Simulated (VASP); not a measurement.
Runs of VASP 6.6.1 on NaI. The structure is that of space group Fm-3m (No. 225), or close to it. The cells are those of the table. 

```csv
task,level,spin,cell,gap on the mesh (eV),pressure (GPa)
single point,PBE,off,"a = 4.577 Å, angles 60.0°, 2 atoms",3.64,0.4
electric field gradients,r2SCAN,off,"a = 4.577 Å, angles 60.0°, 2 atoms",4.44,-0.2
electric field gradients,PBE,off,"a = 4.546 Å, angles 60.0°, 2 atoms",3.70,0.8
single point,PBE,off,"a = 4.484 Å, angles 60.0°, 2 atoms",3.81,(a)
electric field gradients,PBE,off,"a = 4.607 Å, angles 60.0°, 2 atoms",3.59,0.1
electric field gradients,PBEsol,off,"a = 4.577 Å, angles 60.0°, 2 atoms",3.51,-0.5
single point,PBE,"non-collinear, zero start, SOC","a = 4.577 Å, angles 60.0°, 2 atoms",-,(b)
single point,PBE,off,"a = 4.546 Å, angles 60.0°, 2 atoms",3.70,0.8
electric field gradients,PBE,off,"a = 4.577 Å, angles 60.0°, 2 atoms",3.64,0.4
single point,PBE,off,"a = 4.667 Å, angles 60.0°, 2 atoms",3.49,-0.4
```

Alike in all rows: potentials or basis VASP PAW PBE potentials, release 64 (Na_pv, I); k mesh 7 × 7 × 7; cutoff (eV) 520; smearing fermi-dirac 0.01 eV.

Question: Fill in the values left out.

Answer: (a) 1.7; (b) 0.5.

Caveats: spin-orbit coupling is left out, which moves the levels of the heavy elements (at least some runs); the PAW data sets were made with another functional, which shifts forces and pressure a little (at least some runs).

A k mesh can miss the band edges, and rows without SOC leave out spin-orbit coupling on I.
